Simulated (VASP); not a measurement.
**HgH3: relaxation of cell and atoms with PBE**

HgH3:

```xyz
4
Lattice="2.8409 0.0000 0.0000 -1.4204 2.4603 0.0000 0.0000 0.0000 6.1125" Properties=species:S:1:pos:R:3 pbc="T T T"
Hg    0.0000    0.0000    0.0000
H     2.0634    0.4489    3.0563
H     1.4204    1.5626    3.0563
H     0.7775    0.4489    3.0563
```

The cell was generated, and may not be a known phase.

```yaml
Program: VASP 6.6.1
Task: relaxation of cell and atoms
Functional: PBE
Potentials_or_basis: VASP PAW PBE potentials, release 64 (Hg, H)
Cutoff: 600 eV
k_mesh: 18 × 18 × 8
Occupations: gaussian, width 0.1 eV
Spin: no spin polarisation
Dipole_correction: no
Further_INCAR_settings: ALGO = Normal; EDIFF = 1e-06; IBRION = 2; EDIFFG = -0.01; NSW = 100; ISIF = 3
```

The relaxed volume is 10.72 Å³/atom, the relaxed cell is a = 2.845 Å, b = 2.845 Å, c = 6.114 Å, α = 90.00°, β = 90.00°, γ = 120.00° and the space group after relaxing (to 0.1 Å) is P-6m2 (No. 187). The energy gained by relaxing is 0.1 meV/atom and the ionic steps are 2. The pressure after relaxing is 0.1 GPa and the band gap on the k mesh is zero (an odd number of electrons rules out a gap without spin polarisation).

Stress tensor (GPa, compression positive):
```
 0.09  0.00  0.00
 0.00  0.09  0.00
 0.00  0.00 -0.03
```

Step by step:
| step | energy change (eV) | largest force (eV/Å) | pressure (GPa) | volume (Å³) |
| --- | --- | --- | --- | --- |
| 1 | 0.0000 | 0.0050 | 0.33 | 42.72 |
| 2 | -0.0002 | 0.0005 | 0.05 | 42.86 |

Final structure:
```cif
data_structure
_symmetry_space_group_name_H-M 'P 1'
_symmetry_Int_Tables_number 1
_cell_length_a 2.8452
_cell_length_b 2.8452
_cell_length_c 6.1137
_cell_angle_alpha 90.000
_cell_angle_beta 90.000
_cell_angle_gamma 120.000
_cell_volume 42.86
loop_
_atom_site_label
_atom_site_type_symbol
_atom_site_fract_x
_atom_site_fract_y
_atom_site_fract_z
_atom_site_occupancy
Hg1 Hg 0.00000 0.00000 0.00000 1
H1 H 0.81760 0.18240 0.50000 1
H2 H 0.81760 0.63521 0.50000 1
H3 H 0.36479 0.18240 0.50000 1
```

Levels at points of the mesh, in eV from the Fermi level:
| k point | band 3 | band 4 | band 5 | band 6 | band 7 | band 8 | band 9 | band 10 | band 11 |
| --- | --- | --- | --- | --- | --- | --- | --- | --- | --- |
| (0.00, 0.00, 0.00) | -7.82 | -7.82 | -6.42 | -6.42 | -6.40 | -1.25 | 8.33 | 8.33 | 9.18 |
| (0.50, 0.00, 0.00) | -6.94 | -6.77 | -6.10 | -5.63 | -2.81 | -0.43 | 0.85 | 4.62 | 6.04 |
| (0.00, 0.00, 0.50) | -7.82 | -7.82 | -6.92 | -6.42 | -6.42 | 0.49 | 4.86 | 8.34 | 8.34 |
| (0.50, 0.00, 0.50) | -6.77 | -6.71 | -6.25 | -5.63 | -2.74 | -0.76 | 0.41 | 6.10 | 6.48 |

It took 47 s on 1 thread of Intel(R) Xeon(R) 6975P-C (Granite Rapids) (shared host), peak memory 0.26 GiB.

Caveat: spin-orbit coupling is left out, which moves the levels of the heavy elements.
